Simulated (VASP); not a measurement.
Runs of VASP 6.6.1 on TiAl. The structure is that of space group P-6m2 (No. 187), or close to it. The cells are those of the table. 

```csv
cell,gap on the mesh (eV),pressure (GPa)
"a = 2.821, b = 2.821, c = 4.833 Å, angles 90.0, 90.0, 120.0°, 2 atoms",none,-1.3
"a = 2.627, b = 2.627, c = 5.572 Å, angles 90.0, 90.0, 120.0°, 2 atoms",none,4.3
"a = 3.089, b = 3.089, c = 4.031 Å, angles 90.0, 90.0, 120.0°, 2 atoms",none,(a)
"a = 2.907, b = 2.907, c = 4.552 Å, angles 90.0, 90.0, 120.0°, 2 atoms",none,-0.4
```

Alike in all rows: task single point; level r2SCAN; potentials or basis VASP PAW PBE potentials, release 64 (Ti_sv, Al); no spin polarisation; k mesh 24 × 24 × 12; cutoff (eV) 520; smearing gaussian 0.15 eV.

**Question.** Estimate the missing entries.

**Answer.** (a) 4.0.

Caveats: the PAW data sets were made with another functional, which shifts forces and pressure a little; the stress differs along the axes, from -8 to 2 GPa (at least some runs); the stress differs along the axes, from -27 to 20 GPa (at least some runs); the stress differs along the axes, from -4 to 21 GPa (at least some runs).

A gap of «none» marks levels without a gap at the run's occupations.
